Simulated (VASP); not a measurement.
Set up this calculation in VASP 6.6.1, as the native input.

* Task: single point
* Functional: PBEsol
* Potentials or basis: VASP PAW PBE potentials, release 64 (Si, Ni)
* Cutoff: 520 eV
* k mesh: 16 × 14 × 10
* Occupations: gaussian, width 0.15 eV
* Spin: no spin polarisation
* Dipole correction: no
* Further INCAR settings: ALGO = Normal; EDIFF = 1e-06; NBANDS = 22

The structure of SiNi lies in POSCAR:

```
SiNi
1.0
    3.0266200000      0.0000000000      0.0000000000
    0.0000000000      3.2735000000      0.0000000000
    0.0000000000      0.0000000000      4.6977600000
Si Ni
2 2
Direct
    0.5000000000      0.4694516572      0.8423000000
    0.0000000000      0.0000000000      0.1577000000
    0.5000000000      0.5000000000      0.3442200000
    0.0000000000      0.0000000000      0.6557800000
```

This cell differs from its parent crystal: atom 1 (Si) moved -0.100 Å along Cartesian [0 1 0].

The input as run:

INCAR

```
SYSTEM = SiNi
PREC = Accurate
ENCUT = 520
EDIFF = 1E-6
ISMEAR = 0
SIGMA = 0.15
LREAL = .False.
LASPH = .True.
NELM = 80
ALGO = Normal
ISIF = 2
LWAVE = .False.
LCHARG = .False.
GGA = PS
NBANDS = 22
```

KPOINTS

```
Automatic mesh
0
Gamma
  16 14 10
  0 0 0
```

Potentials or basis: VASP PAW PBE potentials, release 64 (Si, Ni).

Launch:

```console
$ cat potpaw_PBE.64/Si/POTCAR potpaw_PBE.64/Ni/POTCAR > POTCAR
$ mpirun -np 1 vasp_std > vasp.out
```

Results of the run:

- Pressure: -4.4 GPa
- Largest force: 0.662 eV/Å
- Band gap on the k mesh: zero (band 14 reaches 13.01 eV, above the bottom of band 15 at 10.68 eV)

Caveat: the cell differs from its parent crystal (atom 1 (Si) moved -0.100 Å along Cartesian [0 1 0]); the PAW data sets were made with another functional, which shifts forces and pressure a little.

It took 3.2 min on 1 thread of Intel(R) Xeon(R) 6975P-C (Granite Rapids), on a shared host, peak memory 0.62 GiB.
